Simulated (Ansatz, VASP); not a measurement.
## One calculation of SnTe, two programs

The input INCAR:

```
SYSTEM = SnTe
  PREC = Accurate
  ENCUT = 520
  EDIFF = 1E-7
  ISMEAR = 0
  SIGMA = 0.05
  LREAL = .FALSE.
  LASPH = .TRUE.
  NELM = 80
  ALGO = Normal
  ISIF = 2
  LWAVE = .FALSE.
  LCHARG = .TRUE.
  GGA = PE
  LELF = .TRUE.
  LVHAR = .TRUE.
  NBANDS = 17
```

Contents of KPOINTS:

```
Automatic mesh
0
G
  10 10 10
  0 0 0
```

The input POSCAR:

```
SnTe
1.0
    0.0000000000      3.0460225000      3.0460225000
    3.0460225000      0.0000000000      3.0460225000
    3.0460225000      3.0460225000      0.0000000000
Sn Te
1 1
Direct
    0.0000000000      0.0000000000      0.0000000000
    0.5000000000      0.5000000000      0.5000000000
```

Input for Ansatz:

```yaml
crystal:
  lattice:
    - [0.0, 3.0460225, 3.0460225]
    - [3.0460225, 0.0, 3.0460225]
    - [3.0460225, 3.0460225, 0.0]
  atoms:
    - { symbol: Sn, position: [0.0, 0.0, 0.0] }
    - { symbol: Te, position: [0.5, 0.5, 0.5] }
basis:
  ecutwfc: 420
kpoints:
  mp_grid: { grid: [10, 10, 10] }
hamiltonian:
  xc: pbe
scf:
  occupations: { method: gaussian, width: 0.05 }
output:
  forces: true
  stress: true
  eigenvalues: true
  populations: true
```

Alike in both runs: task single point; functional PBE; k mesh 10 × 10 × 10; occupations gaussian, width 0.05 eV; no spin polarisation.

|  | VASP | Ansatz |
| --- | --- | --- |
| version | VASP 6.6.1 | Ansatz 0.2.0 |
| potentials or method | VASP PAW PBE potentials, release 64 (Sn_d, Te), cutoff 520 eV | scalar-relativistic, plane waves, PAW |
| valence electrons in the cell | 20 | 30 |

```tsv
	VASP	Ansatz	Ansatz less VASP
gap on the k mesh at the Fermi level (eV)	0.25	0.25	+0.003
least direct gap on the mesh (eV)	0.25	0.25	+0.003
pressure (GPa)	8.6	8.7	+0.01
```

The functional is the same, so the differences come from potentials, cutoffs and numerics. VASP's potentials hold 20 valence electrons a cell and Ansatz's 30, so a difference there can come from the potentials and not from the codes.

Neither program's run includes spin-orbit coupling.
